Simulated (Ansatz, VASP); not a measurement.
# Two plane-wave programs on Cr

```xyz
2
Lattice="2.8839 0.0000 0.0000 0.0000 2.8839 0.0000 0.0000 0.0000 2.8839" Properties=species:S:1:pos:R:3 pbc="T T T"
Cr    0.0000    0.0000    0.0000
Cr    1.4420    1.4420    1.4420
```

Alike in both runs: task relaxation of cell and atoms; functional PBE; k mesh 11 × 11 × 11; occupations fermi-dirac, width 0.05 eV; collinear spin.

|  | VASP | Ansatz |
| --- | --- | --- |
| version | VASP 6.6.1 | Ansatz 0.2.0 |
| potentials or method | VASP PAW PBE potentials, release 64 (Cr_pv), cutoff 600 eV | plane waves (420 eV) with PAW, scalar-relativistic |
| valence electrons in the cell | 24 | 28 |

Ansatz gave:

| Property | Result |
| --- | --- |
| net moment per atom (μB) | 0.00 |
| size of the moment on the site where the two differ most (μB) | 1.00 |
| relaxed volume (Å³/atom) | 11.76 |
| relaxed cell length with the largest relative difference (Å) | 2.865 |

Estimate VASP's values.

net moment per atom (μB): 0.00; size of the moment on the site where the two differ most (μB): 1.09; relaxed volume (Å³/atom): 11.75; relaxed cell length with the largest relative difference (Å): 2.864.

Site moments also hang on the region over which each program counts them. VASP's potentials hold 24 valence electrons a cell and Ansatz's 28, so a difference there can come from the potentials and not from the codes.
